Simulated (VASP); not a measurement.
Set up this calculation in VASP 6.6.1, as the native input.

```
Task                   : single point
Functional             : LDA
Potentials or basis    : VASP PAW LDA potentials, release 64 (W_sv, C)
Cutoff                 : 520 eV
k mesh                 : 10 × 10 × 9
Occupations            : fermi-dirac, width 0.05 eV
Spin                   : no spin polarisation
Dipole correction      : no
Further INCAR settings : ALGO = Normal; EDIFF = 1e-06; NBANDS = 16
```

The structure of WC (Qusongite) lies in POSCAR:

```
WC
1.0
    2.8672181576      0.0000000000      0.0000000000
   -1.4336090788      2.4830837627      0.0000000000
    0.0000000000      0.0000000000      2.7982628680
W C
1 1
Direct
    0.0000000000      0.0000000000      0.0000000000
    0.6666666667      0.3333333333      0.5000000000
```

This cell differs from its parent crystal: volume scaled by 0.96.

These files were run (other wordings do the same):

INCAR

```
  ALGO = Normal
  EDIFF = 1E-6
  ENCUT = 520
  ISIF = 2
  ISMEAR = -1
  LASPH = True
  LCHARG = False
  LREAL = False
  LWAVE = False
  NBANDS = 16
  NELM = 60
  PREC = Accurate
  SIGMA = 0.05
```

KPOINTS

```
k-points
0
Gamma
  10 10 9
```

Potentials or basis: VASP PAW LDA potentials, release 64 (W_sv, C).

The run is started by

```sh
$ cat potpaw_LDA.64/W_sv/POTCAR potpaw_LDA.64/C/POTCAR > POTCAR
$ mpirun -np 1 vasp_std > vasp.out
```

Results of the run:

The pressure is 10.3 GPa and the band gap on the k mesh is zero (band 9 reaches 12.26 eV, above the bottom of band 10 at 10.96 eV).

Caveat: spin-orbit coupling is left out, which moves the levels of the heavy elements.

Wall time 19 s on 1 thread of Intel Xeon 8259CL (shared host), peak memory 0.14 GiB.
